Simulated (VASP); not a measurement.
**Ti: single point with PBEsol**

The system is Ti.

```
CELL_PARAMETERS angstrom
4.51529 0.19754 0.00000
-2.08657 3.81158 0.00000
0.00000 0.00000 2.79879
ATOMIC_POSITIONS crystal
Ti 0.00000 0.00000 0.00000
Ti 0.33333 0.66667 0.50000
Ti 0.66667 0.33333 0.50000
```

This cell differs from its parent crystal: strain +0.0875 x Voigt [0, 0, 0, 0, 0, 1].

```
Program                : VASP 6.6.1
Task                   : single point
Functional             : PBEsol
Potentials or basis    : VASP PAW PBE potentials, release 64 (Ti_sv)
Cutoff                 : 500 eV
k mesh                 : 12 × 12 × 18
Occupations            : gaussian, width 0.15 eV
Spin                   : no spin polarisation
Dipole correction      : no
Further INCAR settings : ALGO = Normal; EDIFF = 1e-06; NBANDS = 25
```

| Property | Result |
| --- | --- |
| Pressure | 0.0 GPa |
| Largest force | 0.090 eV/Å |
| Band gap on the k mesh | zero (bands 18 and 19 overlap by 0.49 eV) |

Forces in eV/Å, atoms in the order of the input:
```
Ti   0.000  0.000  0.000
Ti   0.029 -0.085  0.000
Ti  -0.029  0.085  0.000
```

Stress tensor (GPa, compression positive):
```
 0.10 -4.82  0.00
-4.82  0.15  0.00
 0.00  0.00 -0.13
```

Levels at points of the mesh, in eV from the Fermi level:
```csv
k point,band 15,band 16,band 17,band 18,band 19,band 20,band 21,band 22
"(0.00, 0.00, 0.00)",-1.02,-0.99,-0.33,-0.14,0.04,0.70,0.87,1.83
"(0.50, 0.00, 0.00)",-2.70,-0.59,-0.51,-0.45,0.03,0.82,1.04,1.90
"(0.00, 0.50, 0.00)",-2.67,-0.43,-0.40,-0.34,-0.02,0.75,1.02,1.33
"(0.50, 0.50, 0.00)",-2.70,-0.36,-0.25,-0.21,0.09,0.48,0.76,1.10
"(0.00, 0.00, 0.50)",-2.16,-1.81,-1.69,-1.53,1.01,1.06,1.23,1.57
"(0.50, 0.00, 0.50)",-1.66,-1.34,-0.77,-0.68,0.15,0.89,1.02,1.33
"(0.00, 0.50, 0.50)",-1.79,-1.23,-0.62,-0.62,0.28,0.99,1.07,1.17
"(0.50, 0.50, 0.50)",-1.86,-1.08,-0.64,-0.51,0.56,0.84,0.93,1.26
```

Run time: 11 min on 1 thread of Oxide Virtual Turin-like Processor, on a shared host, peak memory 0.64 GiB.

Caveat: the cell differs from its parent crystal (strain +0.0875 x Voigt [0, 0, 0, 0, 0, 1]); the PAW data sets were made with another functional, which shifts forces and pressure a little.
